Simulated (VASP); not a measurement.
ZnSe:

```
Zn Se
1.0
     3.05195    0.00000    0.00000
     0.00000    3.05195    0.00000
     0.00000    0.00000    3.05195
Zn Se
1 1
Direct
  0.00000 0.00000 0.00000
  0.50000 0.50000 0.50000
```

- Program: VASP 6.6.1
- Task: relaxation of cell and atoms
- Functional: PBE
- Potentials or basis: VASP PAW PBE potentials, release 64 (Zn, Se)
- Cutoff: 600 eV
- k mesh: 8 × 8 × 8
- Occupations: fermi-dirac, width 0.02 eV
- Spin: no spin polarisation

At the start: pressure 34.7 GPa; volume 14.21 Å³/atom.

Q: How do energy, volume and symmetry change on relaxing?

A: Over 5 steps the energy falls by 382.5 meV/atom and the volume is 18.77 Å³/atom (+32.1 %); space group Pm-3m (No. 221, to 0.05 Å).

Step by step:
```csv
step,energy change (eV),largest force (eV/Å),pressure (GPa),volume (Å³)
1,0.0000,0.0000,34.71,28.43
2,-0.6372,0.0000,-6.45,43.07
3,-0.7649,0.0000,0.26,37.39
4,-0.7650,0.0000,-0.08,37.59
5,-0.7651,0.0000,-0.01,37.54
```

Final structure:
```
CELL_PARAMETERS angstrom
3.34833 0.00000 0.00000
0.00000 3.34833 0.00000
0.00000 0.00000 3.34833
ATOMIC_POSITIONS crystal
Zn 0.00000 0.00000 0.00000
Se 0.50000 0.50000 0.50000
```

Caveat: the volume moved by over 15 % at a fixed basis, so the end points are rough.
